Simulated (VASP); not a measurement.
Set up this calculation in VASP 6.6.1, as the native input.

```
Task                   : single point
Functional             : PBEsol
Potentials or basis    : VASP PAW PBE potentials, release 64 (Au)
Cutoff                 : 520 eV
k mesh                 : 7 × 7 × 7
Occupations            : fermi-dirac, width 0.05 eV
Spin                   : no spin polarisation
Dipole correction      : no
Further INCAR settings : ALGO = Normal; EDIFF = 1e-07; NBANDS = 12
```

The structure of Au lies in POSCAR:

```
Au
1.0
    0.0000000000      2.0405756996      2.0405756996
    2.0405756996      0.0000000000      2.0405756996
    2.0405756996      2.0405756996      0.0000000000
Au
1
Direct
    0.0000000000      0.0000000000      0.0000000000
```

These files were run (other wordings do the same):

INCAR

```
PREC = Accurate
ENCUT = 520
EDIFF = 1E-7
ISMEAR = -1
SIGMA = 0.05
LREAL = False
LASPH = True
NELM = 100
ALGO = Normal
ISIF = 2
LWAVE = False
LCHARG = False
GGA = PS
NBANDS = 12
```

KPOINTS

```
Automatic mesh
0
Gamma
  7 7 7
```

Potentials or basis: VASP PAW PBE potentials, release 64 (Au).

Command:

```bash
$ cat potpaw_PBE.64/Au/POTCAR > POTCAR
$ mpirun -np 1 vasp_std > vasp.out
```

Results of the run:

The pressure is -0.3 GPa. The band gap on the k mesh is zero (an odd number of electrons rules out a gap without spin polarisation).

Caveat: the k points lie up to 0.38 Å⁻¹ apart, too coarse for converged energies and pressures of a metal; the PAW data sets were made with another functional, which shifts forces and pressure a little; spin-orbit coupling is left out, which moves the levels of the heavy elements.

Run time: 4.1 s on 1 thread of Intel Xeon 8259CL, on a shared host, peak memory 0.14 GiB.
